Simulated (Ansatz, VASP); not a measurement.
## Tl in VASP and in Ansatz

```xyz
1
Lattice="-1.5428 1.5428 1.4593 1.5428 -1.5428 1.4593 1.5428 1.5428 -1.4593" Properties=species:S:1:pos:R:3 pbc="T T T"
Tl    0.0000    0.0000    0.0000
```

Alike in both runs: task relaxation of cell and atoms; functional r2SCAN; k mesh 10 × 10 × 10; occupations gaussian, width 0.1 eV; no spin polarisation.

```csv
,VASP,Ansatz
version,VASP 6.6.1,Ansatz 0.2.0
potentials or method,"VASP PAW PBE potentials, release 64 (Tl_d), cutoff 600 eV","scalar-relativistic, plane waves, PAW"
valence electrons in the cell,13,13
```

|  | VASP | Ansatz | Ansatz less VASP |
| --- | --- | --- | --- |
| gap on the k mesh at the Fermi level, each at its own relaxed structure (eV) | none | none | - |
| relaxed volume (Å³/atom) | 29.50 | 29.88 | +0.383 |
| relaxed length of the cell vector where the two differ most in proportion (Å) | 3.372 | 3.386 | +0.0146 |

VASP's potentials were made for PBE, not for r2SCAN. A gap of «none» marks a metal or a gap that the smearing closes.

Neither program's run includes spin-orbit coupling. Noted on VASP's run: the volume moved by over 15 % at a fixed basis, so the end points are rough.
